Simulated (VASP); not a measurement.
Runs of VASP 6.6.1 on Fe. The structure is that of space group I4/mmm (No. 139), or close to it. The cells are those of the table. 

```csv
potentials or basis,cell,cutoff (eV),second run,gap on the mesh (eV),pressure (GPa),moment (μB)
"VASP PAW PBE potentials, release 64 (Fe)","a = 2.492 Å, angles 101.8, 110.7, 116.2°, 1 atom",520,-,none,-3.1,2.29
"VASP PAW PBE potentials, release 64 (Fe)","a = 2.346 Å, angles 115.0, 105.8, 107.8°, 1 atom",520,-,none,36.9,(c)
"VASP PAW PBE potentials, release 64 (Fe_sv)","a = 2.495 Å, angles 105.0, 110.9, 112.7°, 1 atom",600,valence_matched,none,(a),2.24
"VASP PAW PBE potentials, release 64 (Fe)","a = 2.482 Å, angles 113.3, 110.4, 104.8°, 1 atom",520,-,none,-4.8,2.24
"VASP PAW PBE potentials, release 64 (Fe)","a = 2.514 Å, angles 105.6, 111.4, 111.4°, 1 atom",520,-,none,-11.0,(b)
```

Alike in all rows: task single point; level PBE; spin collinear, ferromagnetic start; k mesh 10 × 10 × 10; smearing gaussian 0.15 eV.

Task: Estimate the missing entries.

Result: (a) -11.2; (b) 2.30; (c) 1.87.

A gap of «none» marks levels without a gap at the run's occupations.

The runs don't all hold the same shells in valence.
